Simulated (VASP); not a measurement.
A run of VASP 6.6.1:

File INCAR:

```
SYSTEM = Al2Pt
  PREC = Accurate
  ENCUT = 500
  EDIFF = 1E-6
  ISMEAR = 0
  SIGMA = 0.1
  LREAL = .FALSE.
  LASPH = .TRUE.
  NELM = 120
  ALGO = Normal
  ISIF = 2
  LWAVE = .FALSE.
  LCHARG = .FALSE.
  GGA = PE
  NBANDS = 15
  GGA_COMPAT = .FALSE.
```

Contents of KPOINTS:

```
regular mesh
0
G
  12 12 12
  0 0 0
```

The input POSCAR:

```
Al2Pt
1.0
    0.0000000000      2.9952675120      2.9952675120
    2.9952675120      0.0000000000      2.9952675120
    2.9952675120      2.9952675120      0.0000000000
Al Pt
2 1
Direct
    0.2500000000      0.2500000000      0.2500000000
    0.7500000000      0.7500000000      0.7500000000
    0.0000000000      0.0000000000      0.0000000000
```

Potentials or basis: VASP PAW PBE potentials, release 64 (Al, Pt).

Launch:

```console
$ cat potpaw_PBE.64/Al/POTCAR potpaw_PBE.64/Pt/POTCAR > POTCAR
$ mpirun -np 1 vasp_std > vasp.out
```

Hardware: 1 thread of Intel(R) Xeon(R) 6975P-C (Granite Rapids), with other jobs on the host.

Problem. Estimate the wall time of this run.

Solution. It took 17 s on 1 thread of Intel(R) Xeon(R) 6975P-C (Granite Rapids), on a shared host, peak memory 0.2 GiB. Counts: scf iterations 13, k points 72.
